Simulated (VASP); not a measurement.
Set up this calculation in VASP 6.6.1, as the native input.

| Quantity | Value |
| --- | --- |
| Task | single point |
| Functional | LDA |
| Potentials or basis | VASP PAW LDA potentials, release 64 (Ge_d) |
| Cutoff | 520 eV |
| k mesh | 20 × 20 × 12 |
| Occupations | gaussian, width 0.15 eV |
| Spin | no spin polarisation |
| Dipole correction | no |
| Further INCAR settings | ALGO = Normal; EDIFF = 1e-06; NBANDS = 21 |

The structure of Ge lies in POSCAR:

```
Ge
1.0
    1.4415204776     -2.5135518656      0.0000000000
    1.4415204776      2.5135518656      0.0000000000
    0.0000000000      0.0000000000      5.0377366484
Ge
2
Direct
    0.6665533700      0.3334466300      0.2500000000
    0.3334466300      0.6665533700      0.7500000000
```

This cell differs from its parent crystal: ratio of the length along z to the lengths across it x 1.1, volume and fractional coordinates fixed.

The input as run:

INCAR

```
SYSTEM = Ge
  PREC = Accurate
  ENCUT = 520
  EDIFF = 1E-6
  ISMEAR = 0
  SIGMA = 0.15
  LREAL = .FALSE.
  LASPH = .TRUE.
  NELM = 100
  ALGO = Normal
  ISIF = 2
  LWAVE = .FALSE.
  LCHARG = .FALSE.
  NBANDS = 21
```

KPOINTS

```
Automatic mesh
0
G
  20 20 12
  0 0 0
```

Potentials or basis: VASP PAW LDA potentials, release 64 (Ge_d).

Launch:

```sh
$ cat potpaw_LDA.64/Ge_d/POTCAR > POTCAR
$ mpirun -np 1 vasp_std > vasp.out
```

Results of the run:

```json
{
  "Pressure": "-1.0 GPa",
  "Band gap on the k mesh": "zero (band 14 reaches 14.67 eV, above the bottom of band 15 at 4.08 eV)"
}
```

It took 2.9 min on 1 thread of Intel(R) Xeon(R) Platinum 8488C (Sapphire Rapids), with other jobs on the host, peak memory 0.52 GiB.
